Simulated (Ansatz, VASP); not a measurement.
**One calculation of H, two programs**

File INCAR:

```
PREC = Accurate
ENCUT = 400
EDIFF = 1E-6
ISMEAR = 0
SIGMA = 0.01
LREAL = F
LASPH = T
NELM = 120
ALGO = Normal
ISIF = 2
LWAVE = F
LCHARG = F
GGA = PS
NBANDS = 8
GGA_COMPAT = F
NELMDL = -8
```

Contents of KPOINTS:

```
Automatic mesh
0
Gamma
  1 1 1
```

Contents of POSCAR:

```
H
1.0
    8.0000000000      0.0000000000      0.0000000000
    0.0000000000      8.0000000000      0.0000000000
    0.0000000000      0.0000000000      8.0000000000
H
2
Direct
    0.5000000000      0.5000000000      0.4250000000
    0.5000000000      0.5000000000      0.5750000000
```

Input for Ansatz:

```yaml
crystal:
  lattice:
    - [8.0, 0.0, 0.0]
    - [0.0, 8.0, 0.0]
    - [0.0, 0.0, 8.0]
  atoms:
    - { symbol: H, position: [0.5, 0.5, 0.425] }
    - { symbol: H, position: [0.5, 0.5, 0.575] }
scf:
  occupations: { method: fixed }
output:
  forces: true
  stress: false
  eigenvalues: true
hamiltonian:
  xc: pbesol
basis:
  ecutwfc: 600
kpoints:
  mp_grid: { grid: [1, 1, 1] }
```

Alike in both runs: task single point; functional PBEsol; k mesh 1 × 1 × 1; no spin polarisation.

|  | VASP | Ansatz |
| --- | --- | --- |
| version | VASP 6.6.1 | Ansatz 0.2.0 |
| potentials or method | VASP PAW PBE potentials, release 64 (H), cutoff 400 eV | scalar-relativistic, plane waves, PAW |
| occupations | gaussian, width 0.01 eV | fixed |
| valence electrons in the cell | 2 | 2 |

Ansatz gave:

- gap on the k mesh at the Fermi level (eV): 6.95
- rms of the force components (eV/Å): 2.641

What did VASP give for the same quantities?

gap on the k mesh at the Fermi level (eV): 6.95; rms of the force components (eV/Å): 2.644.

VASP's potentials were made for PBE, not for PBEsol. Atom by atom the forces differ by 0.003 eV/Å (rms over components).
